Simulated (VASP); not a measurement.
Set up this calculation in VASP 6.6.1, as the native input.

```yaml
Task: single point
Functional: PBE
Potentials_or_basis: VASP PAW PBE potentials, release 64 (K_sv, Pd)
Cutoff: 520 eV
k_mesh: 4 × 4 × 4
Occupations: gaussian, width 0.1 eV
Spin: no spin polarisation
Dipole_correction: no
Further_INCAR_settings: ALGO = Normal; EDIFF = 1e-06; NBANDS = 28
```

The structure of KPd3 lies in POSCAR:

```
KPd3
1.0
    0.0000000000      3.7764201600      3.7764201600
    3.7764201600      0.0000000000      3.7764201600
    3.7764201600      3.7764201600      0.0000000000
K Pd
1 3
Direct
    0.0000000000      0.0000000000      0.0000000000
    0.2500000000      0.2500000000      0.2500000000
    0.7500000000      0.7500000000      0.7500000000
    0.5000000000      0.5000000000      0.5000000000
```

These files were run (other wordings do the same):

INCAR

```
SYSTEM = KPd3
PREC = Accurate
ENCUT = 520
EDIFF = 1E-6
ISMEAR = 0
SIGMA = 0.1
LREAL = .False.
LASPH = .True.
NELM = 60
ALGO = Normal
ISIF = 2
LWAVE = .False.
LCHARG = .False.
GGA = PE
NBANDS = 28
```

KPOINTS

```
Automatic mesh
0
Gamma
  4 4 4
  0 0 0
```

Potentials or basis: VASP PAW PBE potentials, release 64 (K_sv, Pd).

Run with:

```sh
$ cat potpaw_PBE.64/K_sv/POTCAR potpaw_PBE.64/Pd/POTCAR > POTCAR
$ mpirun -np 1 vasp_std > vasp.out
```

It gave:

```
Pressure : -9.2 GPa
```

Caveat: the k points lie up to 0.36 Å⁻¹ apart.

Wall time 12 s on 1 thread of Intel(R) Xeon(R) 6975P-C (Granite Rapids), with other jobs on the host, peak memory 0.23 GiB.
